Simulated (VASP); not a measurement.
Input of a VASP 6.6.1 run:

File INCAR:

```
PREC = Accurate
ENCUT = 520
EDIFF = 1E-6
ISMEAR = -1
SIGMA = 0.1
LREAL = F
LASPH = T
NELM = 80
ALGO = Normal
ISIF = 2
LWAVE = F
LCHARG = F
GGA = PE
NBANDS = 21
```

The input KPOINTS:

```
Automatic mesh
0
Gamma
  12 12 7
```

The input POSCAR:

```
Sn
1.0
    3.2847089174      0.0000000000      0.0000000000
   -1.6423544587      2.8446413665      0.0000000000
    0.0000000000      0.0000000000      5.4611056777
Sn
2
Direct
    0.3333333333      0.6666666667      0.2500000000
    0.6666666667      0.3333333333      0.7500000000
```

Potentials or basis: VASP PAW PBE potentials, release 64 (Sn_d).

The run is started by

```console
$ cat potpaw_PBE.64/Sn_d/POTCAR > POTCAR
$ mpirun -np 1 vasp_std > vasp.out
```

Task: What does it give for the pressure?

Result: 4.7 GPa.

Task: Estimate the band gap on the k mesh.

Result: Zero (bands 14 and 15 overlap by 8.88 eV).

Stress tensor (GPa, compression positive):
```
5.33 0.00 0.00
0.00 5.33 0.00
0.00 0.00 3.48
```

Caveat: the cell stands under pressure; spin-orbit coupling is left out, which moves the levels of the heavy elements.
